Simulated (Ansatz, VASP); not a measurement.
Two plane-wave programs on Ta

INCAR

```
SYSTEM = Ta
ALGO     = Normal         ! electronic algorithm
EDIFF    = 1E-7           ! SCF threshold, eV
EDIFFG   = -0.01          ! ionic threshold
ENCUT    = 600            ! plane-wave cutoff, eV
GGA      = PE             ! functional
IBRION   = 2              ! ionic algorithm
ISIF     = 3              ! what is computed and relaxed
ISMEAR   = -1             ! smearing method
LASPH    = .TRUE.         ! aspherical terms in the spheres
LCHARG   = .FALSE.        ! write CHGCAR
LREAL    = .FALSE.        ! projectors in reciprocal space
LWAVE    = .FALSE.        ! write WAVECAR
NELM     = 80             ! most SCF steps
NSW      = 80             ! ionic steps
PREC     = Accurate       ! precision mode
SIGMA    = 0.1            ! smearing width, eV
```

Contents of KPOINTS:

```
k-points
0
G
  9 9 9
  0 0 0
```

Contents of POSCAR:

```
Ta
1.0
    0.0000000000      2.8998653517      2.8998653517
    2.8998653517      0.0000000000      2.8998653517
    2.8998653517      2.8998653517      0.0000000000
Ta
2
Direct
    0.1250000000      0.1250000000      0.1250000000
    0.8750000000      0.8750000000      0.8750000000
```

Input for Ansatz:

```yaml
crystal:
  lattice:
    - [0.0, 2.8998653517, 2.8998653517]
    - [2.8998653517, 0.0, 2.8998653517]
    - [2.8998653517, 2.8998653517, 0.0]
  atoms:
    - { symbol: Ta, position: [0.125, 0.125, 0.125] }
    - { symbol: Ta, position: [0.875, 0.875, 0.875] }
hamiltonian:
  xc: pbe
  pseudopotentials:
    kind: paw
    azcp:
      Ta: "pseudopotentials/Ta.paw.azcp"
basis:
  ecutwfc: 420
  fft_grid_basis: typed
kpoints:
  mp_grid: { grid: [9, 9, 9], shift: [0, 0, 0] }
magnetization:
  spin_polarized: false
scf:
  occupations: { method: fermi_dirac, width: 0.1 }
relax:
  max_steps: 60
  f_tol: 0.01
  cell: {}
```

Alike in both runs: task relaxation of cell and atoms; functional PBE; k mesh 9 × 9 × 9; occupations fermi-dirac, width 0.1 eV; no spin polarisation.

```csv
,VASP,Ansatz
version,VASP 6.6.1,Ansatz 0.2.0
potentials or method,"VASP PAW PBE potentials, release 64 (Ta_pv), cutoff 600 eV","plane waves (420 eV) with PAW, scalar-relativistic"
valence electrons in the cell,22,26
```

|  | VASP | Ansatz | Ansatz less VASP |
| --- | --- | --- | --- |
| relaxed volume (Å³/atom) | 28.48 | 28.46 | -0.025 |
| relaxed cell length with the largest relative difference (Å) | 4.319 | 4.318 | -0.0013 |

VASP's potentials hold 22 valence electrons a cell and Ansatz's 26, so a difference there can come from the potentials and not from the codes.

Neither program's run includes spin-orbit coupling. Noted on VASP's run: the volume moved by over 15 % at a fixed basis, so the end points are rough.
